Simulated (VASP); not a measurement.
# Ba3Ti4CdO12 in VASP: single point with PBEsol

Aim: the single point of Ba3Ti4CdO12 with PBEsol.

Everything below comes from runs of VASP 6.6.1. Logs are shortened: lines on timing, memory, paths and dates and some standing lists are left out, and cuts for length are marked.

### Step 1. The cell of the first run

The cell holds a repeated cell, 40 atoms: a = 7.940 Å, b = 7.940 Å, c = 7.940 Å, α = 90.00°, β = 90.00°, γ = 90.00°.

### Step 2. Single point, PBEsol

INCAR reads:

```
SYSTEM = Ba3Ti4CdO12
ALGO     = Normal         ! electronic algorithm
EDIFF    = 1E-6           ! SCF threshold, eV
ENCUT    = 520            ! plane-wave cutoff, eV
GGA      = PS             ! functional
ISIF     = 2              ! what is computed and relaxed
ISMEAR   = -1             ! smearing method
ISYM     = 0            
LASPH    = .TRUE.         ! aspherical terms in the spheres
LCHARG   = .FALSE.        ! write CHGCAR
LREAL    = Auto         
LWAVE    = .FALSE.        ! write WAVECAR
NBANDS   = 188            ! bands
NELM     = 80             ! most SCF steps
PREC     = Accurate       ! precision mode
SIGMA    = 0.05           ! smearing width, eV
```

KPOINTS reads:

```
Automatic mesh
0
Gamma
  1 1 1
  0.25 0.25 0.25
```

POSCAR reads:

```
Ba3Ti4CdO12
1.0
    7.9404200000      0.0000000000      0.0000000000
    0.0000000000      7.9404200000      0.0000000000
    0.0000000000      0.0000000000      7.9404200000
Cd Ba Ti O
2 6 8 24
Direct
    0.9921810000      0.9333440000      0.9916730000
    0.4916370000      0.4330240000      0.4926590000
    0.9981340000      0.9993340000      0.4981410000
    0.9971320000      0.4967300000      0.9973570000
    0.9980020000      0.4993510000      0.4982680000
    0.4980430000      0.9993720000      0.9982920000
    0.4971310000      0.9966860000      0.4973130000
    0.4981430000      0.4993910000      0.9982650000
    0.2397520000      0.2410700000      0.2400280000
    0.2382040000      0.2406590000      0.7498880000
    0.2452570000      0.7418380000      0.2453500000
    0.2495260000      0.7405880000      0.7383770000
    0.7495030000      0.2407420000      0.2385490000
    0.7452210000      0.2418490000      0.7454650000
    0.7383050000      0.7408150000      0.2498010000
    0.7397360000      0.7410420000      0.7399430000
    0.2551210000      0.2608130000      0.0040990000
    0.2574740000      0.2578810000      0.5055950000
    0.2490500000      0.7562390000      0.0057220000
    0.2495410000      0.7604680000      0.5045060000
    0.7495050000      0.2602080000      0.0045970000
    0.7488670000      0.2568300000      0.5058990000
    0.7578100000      0.7587080000      0.0054800000
    0.7551430000      0.7605990000      0.5040250000
    0.0038730000      0.2605540000      0.2553150000
    0.0044080000      0.2605570000      0.7497060000
    0.0058320000      0.7568580000      0.2489960000
    0.0054610000      0.7577730000      0.7575210000
    0.5053640000      0.2585310000      0.2578740000
    0.5056850000      0.2562350000      0.7491010000
    0.5044540000      0.7602020000      0.2495790000
    0.5039490000      0.7608400000      0.7552500000
    0.2518520000      0.0100270000      0.2516280000
    0.2495740000      0.0090630000      0.7566010000
    0.2588240000      0.5091800000      0.2593230000
    0.2564860000      0.5090270000      0.7497610000
    0.7557520000      0.0093090000      0.2505030000
    0.7593240000      0.0091970000      0.7590230000
    0.7503980000      0.5093480000      0.2558680000
    0.7514330000      0.5100470000      0.7519730000
```

Potentials or basis: VASP PAW PBE potentials, release 64 (Cd, Ba_sv, Ti_sv, O).

The run is started by

```sh
$ cat potpaw_PBE.64/Cd/POTCAR potpaw_PBE.64/Ba_sv/POTCAR potpaw_PBE.64/Ti_sv/POTCAR potpaw_PBE.64/O/POTCAR > POTCAR
$ mpirun -np 1 vasp_std > vasp.out
```

OUTCAR:

```text
SYSTEM = Ba3Ti4CdO12
   EDIFF = 1E-6
   ENCUT = 520
   GGA = PS
   ISIF = 2
   ISMEAR = -1
   ISYM = 0
   LASPH = .TRUE.
   LREAL = Auto
   NELM = 80
   PREC = Accurate

 ion  position               nearest neighbor table
   1  0.992  0.933  0.992-  23 2.32  28 2.33  19 2.48  27 2.48  38 2.68  34 2.83  37 2.85  16 3.22
                            11 3.23  12 3.25  15 3.26   4 3.47   3 3.95   6 3.96   6 4.05   3 4.06
   2  0.492  0.433  0.493-  18 2.32  29 2.33  30 2.48  22 2.48  35 2.69  36 2.83  39 2.85   9 3.22
                            14 3.22  10 3.25  13 3.25   7 3.47   5 3.96   8 3.96   8 4.05   5 4.06
   3  0.998  0.999  0.498-  24 2.71  37 2.75  20 2.75  27 2.76  38 2.81  33 2.81  28 2.82  25 2.83
                            22 2.85  34 2.86  26 2.88  18 2.91  10 3.36   9 3.40  14 3.41  13 3.44
   4  0.997  0.497  0.997-  26 2.72  21 2.72  40 2.76  17 2.78  25 2.78  28 2.82  23 2.82  39 2.84
                            36 2.85  19 2.87  27 2.87  35 2.94   9 3.40  11 3.40  10 3.41  13 3.42
   5  0.998  0.499  0.498-  25 2.71  39 2.75  26 2.75  22 2.76  35 2.81  40 2.81  18 2.82  24 2.83
                            27 2.85  36 2.86  20 2.88  28 2.91  12 3.36  16 3.40  11 3.41  15 3.44
   6  0.498  0.999  0.998-  32 2.70  34 2.75  31 2.76  19 2.76  33 2.81  23 2.81  38 2.81  17 2.83
                            30 2.84  37 2.86  21 2.88  29 2.91  13 3.36   9 3.40  14 3.40  10 3.44
   7  0.497  0.997  0.497-  20 2.72  31 2.72  33 2.76  32 2.78  24 2.78  18 2.82  29 2.82  37 2.84
                            34 2.85  30 2.87  22 2.88  38 2.94  16 3.40  14 3.40  15 3.41  12 3.42
   8  0.498  0.499  0.998-  17 2.70  36 2.75  21 2.76  30 2.77  40 2.81  29 2.81  35 2.81  32 2.83
                            19 2.84  39 2.86  31 2.88  23 2.91  15 3.36  16 3.40  11 3.40  12 3.44
   9  0.240  0.241  0.240-  33 1.84  25 1.88  17 1.88  18 2.12  29 2.12  35 2.14   2 3.22   4 3.40
                             3 3.40   6 3.40   5 3.48   8 3.48   7 3.48
  10  0.238  0.241  0.750-  34 1.84  26 1.86  18 1.95  17 2.03  30 2.13  36 2.14   2 3.25   3 3.36
                             4 3.41   6 3.44   5 3.44   7 3.46   8 3.52
  11  0.245  0.742  0.245-  35 1.85  27 1.91  19 1.91  20 2.06  31 2.06  33 2.13   1 3.23   4 3.40
                             8 3.40   5 3.41   6 3.47   3 3.47   7 3.48
[... 17 lines left out ...]
  24  0.755  0.761  0.504-  16 1.88  15 2.03   3 2.71   7 2.78   5 2.83
  25  0.004  0.261  0.255-   9 1.88  13 2.03   5 2.71   4 2.78   3 2.83
  26  0.004  0.261  0.750-  10 1.86  14 2.06   4 2.72   5 2.75   3 2.88
  27  0.006  0.757  0.249-  11 1.91  15 2.13   1 2.48   3 2.76   5 2.85   4 2.87
  28  0.005  0.758  0.758-  12 1.95  16 2.12   1 2.33   3 2.82   4 2.82   5 2.91
  29  0.505  0.259  0.258-  13 1.95   9 2.12   2 2.33   8 2.81   7 2.82   6 2.91
  30  0.506  0.256  0.749-  14 1.91  10 2.13   2 2.48   8 2.77   6 2.84   7 2.87
  31  0.504  0.760  0.250-  15 1.86  11 2.06   7 2.72   6 2.76   8 2.88
  32  0.504  0.761  0.755-  16 1.88  12 2.03   6 2.70   7 2.78   8 2.83
  33  0.252  0.010  0.252-   9 1.84  11 2.13   7 2.76   6 2.81   3 2.81
  34  0.250  0.009  0.757-  10 1.84  12 2.14   6 2.75   1 2.83   7 2.85   3 2.86
  35  0.259  0.509  0.259-  11 1.85   9 2.14   2 2.69   5 2.81   8 2.81   4 2.94
  36  0.256  0.509  0.750-  12 1.84  10 2.14   8 2.75   2 2.83   4 2.85   5 2.86
  37  0.756  0.009  0.251-  13 1.84  15 2.14   3 2.75   7 2.84   1 2.85   6 2.86
  38  0.759  0.009  0.759-  14 1.85  16 2.14   1 2.68   3 2.81   6 2.81   7 2.94
  39  0.750  0.509  0.256-  15 1.84  13 2.14   5 2.75   4 2.84   2 2.85   8 2.86
  40  0.751  0.510  0.752-  16 1.84  14 2.13   4 2.76   8 2.81   5 2.81

IMPORTANT INFORMATION: All symmetrisations will be switched off!
NOSYMM: (Re-)initialisation of all symmetry stuff for point group C_1.

----------------------------------------------------------------------------------------

                                     Primitive cell

  volume of cell :     500.6456

  direct lattice vectors                    reciprocal lattice vectors
     7.940420000  0.000000000  0.000000000     0.125937923  0.000000000  0.000000000
     0.000000000  7.940420000  0.000000000     0.000000000  0.125937923  0.000000000
     0.000000000  0.000000000  7.940420000     0.000000000  0.000000000  0.125937923

  length of vectors
     7.940420000  7.940420000  7.940420000     0.125937923  0.125937923  0.125937923

  position of ions in fractional coordinates (direct lattice)
     0.992181000  0.933344000  0.991673000
     0.491637000  0.433024000  0.492659000
     0.998134000  0.999334000  0.498141000
     0.997132000  0.496730000  0.997357000
     0.998002000  0.499351000  0.498268000
     0.498043000  0.999372000  0.998292000
[... 32 lines left out ...]
     0.750398000  0.509348000  0.255868000
     0.751433000  0.510047000  0.751973000

  ion indices of the primitive-cell ions
   primitive index   ion index
                 1           1
                 2           2
                 3           3
                 4           4
                 5           5
                 6           6
[... 32 lines left out ...]
                39          39
                40          40

----------------------------------------------------------------------------------------

 KPOINTS: Automatic mesh

Automatic generation of k-mesh.
 Grid dimensions read from file:
 generate k-points for:    1    1    1

 Generating k-lattice:

  Cartesian coordinates                     Fractional coordinates (reciprocal lattice)
     0.125937923  0.000000000  0.000000000     1.000000000  0.000000000  0.000000000
     0.000000000  0.125937923  0.000000000     0.000000000  1.000000000  0.000000000
     0.000000000  0.000000000  0.125937923     0.000000000  0.000000000  1.000000000

  Length of vectors
     0.125937923  0.125937923  0.125937923

  Shift w.r.t. Gamma in fractional coordinates (k-lattice)
     0.250000000  0.250000000  0.250000000

 Subroutine IBZKPT returns following result:
 ===========================================

 Found      4 irreducible k-points:

 Following reciprocal coordinates:
            Coordinates               Weight
  0.250000  0.250000  0.250000      2.000000
 -0.250000  0.250000  0.250000      2.000000
 -0.250000 -0.250000  0.250000      2.000000
  0.250000 -0.250000  0.250000      2.000000
   k-points           NKPTS =      4   k-points in BZ     NKDIM =      4   number of bands    NBANDS=    188
   number of dos      NEDOS =    301   number of ions     NIONS =     40
   total plane-waves  NPLWV = 216000
   dimension x,y,z NGX =    60 NGY =   60 NGZ =   60
   dimension x,y,z NGXF=   120 NGYF=  120 NGZF=  120
   ions per type =               2   6   8  24
   NGX,Y,Z   is equivalent  to a cutoff of  12.56, 12.56, 12.56 a.u.
   NGXF,Y,Z  is equivalent  to a cutoff of  25.12, 25.12, 25.12 a.u.
 SYSTEM =  Ba3Ti4CdO12
   PREC   = accura    normal or accurate (medium, high low for compatibility)
   ISTART =      0    job   : 0-new  1-cont  2-samecut
   ICHARG =      2    charge: 1-file 2-atom 10-const
   ISPIN  =      1    spin polarized calculation?
   LNONCOLLINEAR =      F non collinear calculations
   LSORBIT =      F    spin-orbit coupling
   LASPH  =      T    aspherical Exc in radial PAW
   ENCUT  =  520.0 eV  38.22 Ry    6.18 a.u.  14.76 14.76 14.76*2*pi/ulx,y,z
   NELM   =     80;   NELMIN=  2; NELMDL= -5     # of ELM steps
   EDIFF  = 0.1E-05   stopping-criterion for ELM
   LREAL  =      T    real-space projection
   EDIFFG = 0.1E-04   stopping-criterion for IOM
   NSW    =      0    number of steps for IOM
   IBRION =     -1    ionic relax: 0-MD 1-quasi-New 2-CG
   NFREE  =      0    steps in history (QN), initial steepest desc. (CG)
   ISIF   =      2    stress and relaxation
   ISYM   =      0    0-nonsym 1-usesym 2-fastsym
   POTIM  = 0.5000    time-step for ionic-motion
   TEBEG  =    0.0;   TEEND  =   0.0 temperature during run
   PSTRESS=    0.0 pullay stress
   NELECT =     324.0000    total number of electrons
   NUPDOWN=      -1.0000    fix difference up-down
   EMIN   =  10.00;   EMAX   =-10.00  energy-range for DOS
   EFERMI =   0.00;   METHOD = LEGACY
   ISMEAR =    -1;   SIGMA  =   0.05  broadening in eV -4-tet -1-fermi 0-gaus
   EFERMI_NEDOS =   21; number of points for ismear=-14 and -15
   IALGO  =     38    algorithm
   IMIX   =      4    mixing-type and parameters
     AMIX     =   0.40;   BMIX     =  1.00
     AMIX_MAG =   1.60;   BMIX_MAG =  1.00
  volume/ion in A,a.u.               =      12.52        84.46
  Fermi-wavevector in a.u.,A,eV,Ry     =   1.416054  2.675953 27.282508  2.005208
  Thomas-Fermi vector in A             =   2.537428
   LORBIT       =      0    0 simple, 1 ext, 2 COOP (PROOUT), +10 PAW based schemes
   GGA     = PS    functional components
   LHFCALC =     F    Hartree Fock is set to
   AEXX    =    0.0000 exact exchange contribution
   IVDW    =     0    specifies the selected vdW correction
   LEPSILON=     F    determine dielectric tensor
   LRPA    =     F    only Hartree local field effects (RPA)
 non-spin polarized calculation
  energy-cutoff  :      520.00
  volume of cell :      500.65
 maximum number of plane-waves:     13475
   NGX = 29   NGY = 29   NGZ = 29

 number of electron     323.9999980 magnetization

 Free energy of the ion-electron system (eV)
  ---------------------------------------------------
  ext. energy  EPLUGINS =         0.00000000
  ---------------------------------------------------
  free energy    TOTEN  =      -323.71584440 eV

  energy without entropy =     -323.71584440  energy(sigma->0) =     -323.71584440

 E-fermi :   4.6584     XC(G=0): -11.5496

 val. band max:        3.3858621729   @ k =   0.2500   0.2500   0.2500
 cond. band min:       6.0767615459   @ k =  -0.2500   0.2500   0.2500
 fundamental gap:      2.6908993729
 Fermi energy:         4.6584349561

 k-point     1 :       0.2500    0.2500    0.2500
  band No.  band energies     occupation
      1     -52.5305      2.00000
      2     -52.5272      2.00000
      3     -52.5133      2.00000
      4     -52.5125      2.00000
      5     -52.5049      2.00000
      6     -52.5031      2.00000
[... 697 lines left out ...]
    173       7.1484      0.00000
    174       7.1703      0.00000
 [bands above 174 left out]

------------------------ aborting loop because EDIFF is reached ----------------------------------------

  FORCE on cell =-STRESS in cart. coord.  units (eV):
  Direction    XX          YY          ZZ          XY          YZ          ZX
  --------------------------------------------------------------------------------------
  -------------------------------------------------------------------------------------
  Total        0.4268383      8.0777451      0.3492917      1.7903836      1.7698935      0.3186742
  in kB        1.3659773     25.8505808      1.1178112      5.7296257      5.6640529      1.0198284
  external PRESSURE =       9.4447898 kB  Pullay stress =       0.0000000 kB

 VOLUME and BASIS-vectors are now :
 -----------------------------------------------------------------------------
  energy-cutoff  :      520.00
  volume of cell :      500.65
      direct lattice vectors                 reciprocal lattice vectors
     7.940420000  0.000000000  0.000000000     0.125937923  0.000000000  0.000000000
     0.000000000  7.940420000  0.000000000     0.000000000  0.125937923  0.000000000
     0.000000000  0.000000000  7.940420000     0.000000000  0.000000000  0.125937923

 POSITION                                       TOTAL-FORCE (eV/Angst)
 -----------------------------------------------------------------------------------
      7.87833      7.41114      7.87430         0.017855      0.108989      0.015562
      3.90380      3.43839      3.91192         0.015642      0.117125      0.012370
      7.92560      7.93513      3.95545         0.036708      0.060026      0.037897
      7.91765      3.94424      7.91943         0.043441      0.053395      0.048794
      7.92456      3.96506      3.95646         0.037067      0.059035      0.035226
      3.95467      7.93543      7.92686         0.039939      0.056058      0.037386
[... 32 lines left out ...]
      5.95848      4.04444      2.03170        -0.085595     -0.046763     -0.030253
      5.96669      4.04999      5.97098        -0.045908     -0.063443     -0.047656
 -----------------------------------------------------------------------------------
    total drift:                               -0.017279      0.005744     -0.027734

  FREE ENERGIE OF THE ION-ELECTRON SYSTEM (eV)
  ---------------------------------------------------
  free  energy   TOTEN  =      -323.7158444021 eV

  energy  without entropy=     -323.7158444020  energy(sigma->0) =     -323.71584440
```

Wall time 23 min (1 thread of Intel Xeon 8259CL, shared host); peak memory 0.65 GiB.

Results:

```yaml
Free_energy: -323.7158 eV
Pressure: 0.9 GPa
Largest_force: 0.185 eV/Å
Band_gap_on_the_k_mesh: 2.69 eV
```

Forces on the atoms (eV/Å):
```
Cd   0.018  0.109  0.016
Cd   0.016  0.117  0.012
Ba   0.037  0.060  0.038
Ba   0.043  0.053  0.049
Ba   0.037  0.059  0.035
Ba   0.040  0.056  0.037
Ba   0.046  0.051  0.045
Ba   0.037  0.057  0.041
Ti   0.064  0.011  0.064
Ti   0.095  0.044  0.101
Ti   0.097  0.118  0.099
Ti   0.105  0.055  0.098
Ti   0.104  0.056  0.094
Ti   0.106  0.115  0.098
Ti   0.106  0.045  0.092
Ti   0.067  0.012  0.068
O   -0.033 -0.039 -0.063
O   -0.055 -0.033 -0.024
O   -0.043 -0.004 -0.039
O   -0.026 -0.069 -0.048
O   -0.030 -0.071 -0.051
O   -0.039 -0.007 -0.040
O   -0.055 -0.036 -0.024
O   -0.034 -0.041 -0.062
O   -0.057 -0.043 -0.033
O   -0.053 -0.071 -0.027
O   -0.047 -0.007 -0.039
O   -0.024 -0.031 -0.051
O   -0.025 -0.030 -0.051
O   -0.045 -0.006 -0.036
O   -0.049 -0.069 -0.026
O   -0.060 -0.040 -0.034
O   -0.048 -0.057 -0.046
O   -0.081 -0.042 -0.035
O   -0.007 -0.061 -0.008
O   -0.034 -0.045 -0.080
O   -0.031 -0.049 -0.083
O   -0.010 -0.058 -0.008
O   -0.086 -0.047 -0.030
O   -0.046 -0.063 -0.048
```

Stress tensor (GPa, compression positive):
```
0.14 0.57 0.10
0.57 2.59 0.57
0.10 0.57 0.11
```

Caveat: the PAW data sets were made with another functional, which shifts forces and pressure a little; spin-orbit coupling is left out, which moves the levels of the heavy elements.
